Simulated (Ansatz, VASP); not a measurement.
# Two plane-wave programs on Eu

File INCAR:

```
PREC = Accurate
ENCUT = 520
EDIFF = 1E-7
ISMEAR = -1
SIGMA = 0.05
LREAL = F
LASPH = T
NELM = 150
ALGO = Normal
ISIF = 2
LWAVE = F
LCHARG = F
ISPIN = 2
MAGMOM = 7
LORBIT = 11
LMAXMIX = 6
GGA = PE
NBANDS = 18
```

Contents of KPOINTS:

```
regular mesh
0
Gamma
  8 8 8
```

Contents of POSCAR:

```
Eu
1.0
    0.0000000000      2.8260082519      2.8260082519
    2.8260082519      0.0000000000      2.8260082519
    2.8260082519      2.8260082519      0.0000000000
Eu
1
Direct
    0.0000000000      0.0000000000      0.0000000000
```

Contents of input.yaml:

```yaml
crystal:
  lattice:
    - [0.0, 2.8260082519, 2.8260082519]
    - [2.8260082519, 0.0, 2.8260082519]
    - [2.8260082519, 2.8260082519, 0.0]
  atoms:
    - { symbol: Eu, position: [0.0, 0.0, 0.0], spin: 7.0 }
hamiltonian:
  xc: pbe
  pseudopotentials: { kind: paw }
magnetization:
  spin_polarized: true
kpoints:
  mp_grid: { grid: [8, 8, 8] }
scf:
  occupations: { method: fermi_dirac, width: 0.05 }
output:
  forces: true
  stress: true
  eigenvalues: true
  write_density: true
  write_potential: true
  elf: true
  volumetric_format: npy
```

Alike in both runs: task single point; functional PBE; k mesh 8 × 8 × 8; occupations fermi-dirac, width 0.05 eV; collinear spin.

|  | VASP | Ansatz |
| --- | --- | --- |
| version | VASP 6.6.1 | Ansatz 0.2.0 |
| potentials or method | VASP PAW PBE potentials, release 64 (Eu) | Ansatz PAW |
| plane-wave cutoff (eV) | 520 | 420 |
| valence electrons in the cell | 17 | 17 |

VASP gave:

```
gap on the k mesh at the Fermi level (eV)                     : none
pressure (GPa)                                                : -1.3
net moment per atom (μB)                                      : 7.53
size of the moment on the site where the two differ most (μB) : 6.74
```

Q: Which values does Ansatz return?

A: gap on the k mesh at the Fermi level (eV): none; pressure (GPa): -1.1; net moment per atom (μB): 7.53; size of the moment on the site where the two differ most (μB): 7.20.

Site moments also hang on the region over which each program counts them. A gap of «none» marks a metal or a gap that the smearing closes.

Neither program's run includes spin-orbit coupling.
